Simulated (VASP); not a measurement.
Pb, 2 atoms in the cell. Symmetry: I4_1/amd, No. 141, tetragonal system. Conventional cell: a = 4.863 Å, b = 4.863 Å, c = 6.740 Å, α = 90.00°, β = 90.00°, γ = 90.00°. Within 3.9 Å of Pb (site symmetry -4m2) lie 4 Pb at 2.96 Å.  This cell differs from its parent crystal: zz strain of -2 %.

* Program: VASP 6.6.1
* Task: single point
* Functional: PBE
* Potentials or basis: VASP PAW PBE potentials, release 64 (Pb_d)
* Cutoff: 520 eV
* k mesh: 8 × 8 × 8
* Occupations: fermi-dirac, width 0.05 eV
* Spin: no spin polarisation
* Dipole correction: no
* Further INCAR settings: ALGO = Normal; EDIFF = 1e-07; NBANDS = 21

Potentials or basis: VASP PAW PBE potentials, release 64 (Pb_d).

Run with:

```sh
$ cat potpaw_PBE.64/Pb_d/POTCAR > POTCAR
$ mpirun -np 1 vasp_std > vasp.out
```

Hardware: 1 thread of Intel(R) Xeon(R) Platinum 8259CL CPU @ 2.50GHz (Skylake/Cascade Lake), with other jobs on the host.

Question: Estimate the wall time of this run.

Answer: Wall time 71 s on 1 thread of Intel(R) Xeon(R) Platinum 8259CL CPU @ 2.50GHz (Skylake/Cascade Lake), on a shared host, peak memory 0.24 GiB. Counts: scf iterations 12, k points 59.
